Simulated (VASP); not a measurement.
Write the native input for VASP 6.6.1 that does the following.

```
Task                   : electric field gradients
Functional             : PBE
Potentials or basis    : VASP PAW PBE potentials, release 64 (Be, S)
Cutoff                 : 520 eV
k mesh                 : 13 × 13 × 13
Occupations            : fermi-dirac, width 0.02 eV
Spin                   : no spin polarisation
Dipole correction      : no
Further INCAR settings : ALGO = Normal; EDIFF = 1e-08; NBANDS = 11
```

The structure of BeS lies in POSCAR:

```
BeS
1.0
    0.0000000000      2.4250000000      2.4250000000
    2.4250000000      0.0000000000      2.4250000000
    2.4250000000      2.4250000000      0.0000000000
Be S
1 1
Direct
    0.0000000000      0.0000000000      0.0000000000
    0.7500000000      0.7500000000      0.7500000000
```

One way to write it, as run:

INCAR

```
PREC = Accurate
ENCUT = 520
EDIFF = 1E-8
ISMEAR = -1
SIGMA = 0.02
LREAL = False
LASPH = True
NELM = 100
ALGO = Normal
ISIF = 2
LWAVE = False
LCHARG = False
GGA = PE
LEFG = True
NBANDS = 11
```

KPOINTS

```
Automatic mesh
0
Gamma
  13 13 13
```

Potentials or basis: VASP PAW PBE potentials, release 64 (Be, S).

Command:

```sh
$ cat potpaw_PBE.64/Be/POTCAR potpaw_PBE.64/S/POTCAR > POTCAR
$ mpirun -np 1 vasp_std > vasp.out
```

Results of the run:

```yaml
Pressure: 1.6 GPa
Band_gap_on_the_k_mesh: 3.16 eV, indirect (least direct gap 5.67 eV)
```

Caveat: without QUAD_EFG the Cq values of the log hold for a quadrupole moment of 1 mb, not for the nuclei.

It took 21 s on 1 thread of Intel(R) Xeon(R) Platinum 8488C (Sapphire Rapids), on a shared host, peak memory 0.16 GiB.
